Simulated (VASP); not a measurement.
Set up this calculation in VASP 6.6.1, as the native input.

| Item | Value |
| --- | --- |
| Task | single point |
| Functional | r2SCAN |
| Potentials or basis | VASP PAW PBE potentials, release 64 (Rb_sv, Cl) |
| Cutoff | 550 eV |
| k mesh | 6 × 6 × 6 |
| Occupations | gaussian, width 0.01 eV |
| Spin | no spin polarisation |
| Dipole correction | no |
| Further INCAR settings | ALGO = Normal; EDIFF = 1e-06; NBANDS = 15 |

RbCl:

```
CELL_PARAMETERS angstrom
0.00000 3.27242 3.27242
3.27242 0.00000 3.27242
3.27242 3.27242 0.00000
ATOMIC_POSITIONS crystal
Rb 0.00000 0.00000 0.00000
Cl 0.50000 0.50000 0.50000
```

This cell differs from its parent crystal: volume changed by -3%.

The input as run:

POSCAR

```
RbCl
1.0
    0.0000000000      3.2724184933      3.2724184933
    3.2724184933      0.0000000000      3.2724184933
    3.2724184933      3.2724184933      0.0000000000
Rb Cl
1 1
Direct
    0.0000000000      0.0000000000      0.0000000000
    0.5000000000      0.5000000000      0.5000000000
```

INCAR.step1

```
SYSTEM = RbCl
ALGO = Normal
EDIFF = 1E-5
ENCUT = 550
GGA = PE
GGA_COMPAT = .FALSE.
ISMEAR = 0
LASPH = .TRUE.
LCHARG = .FALSE.
LREAL = .FALSE.
LWAVE = .TRUE.
NBANDS = 15
NELM = 120
PREC = Accurate
SIGMA = 0.01
```

INCAR.step2

```
SYSTEM = RbCl
ALGO = Normal
EDIFF = 1E-6
ENCUT = 550
GGA_COMPAT = .FALSE.
ISIF = 2
ISMEAR = 0
ISTART = 1
LASPH = .TRUE.
LCHARG = .FALSE.
LMIXTAU = .TRUE.
LREAL = .FALSE.
LWAVE = .FALSE.
METAGGA = R2SCAN
NBANDS = 15
NELM = 120
PREC = Accurate
SIGMA = 0.01
```

KPOINTS

```
k-points
0
G
  6 6 6
  0 0 0
```

Potentials or basis: VASP PAW PBE potentials, release 64 (Rb_sv, Cl).

Command:

```console
$ cat potpaw_PBE.64/Rb_sv/POTCAR potpaw_PBE.64/Cl/POTCAR > POTCAR
$ cp INCAR.step1 INCAR
$ mpirun -np 1 vasp_std > vasp.out
$ cp INCAR.step2 INCAR
$ mpirun -np 1 vasp_std > vasp.out
```

Results of the run:

```yaml
Pressure: 0.6 GPa
Band_gap_on_the_k_mesh: 5.66 eV, direct
```

Caveat: the PAW data sets were made with another functional, which shifts forces and pressure a little.

Wall time 2.5 min on 1 thread of AMD EPYC 7R43 64-Core Processor (Zen 3) (shared host), peak memory 0.18 GiB.
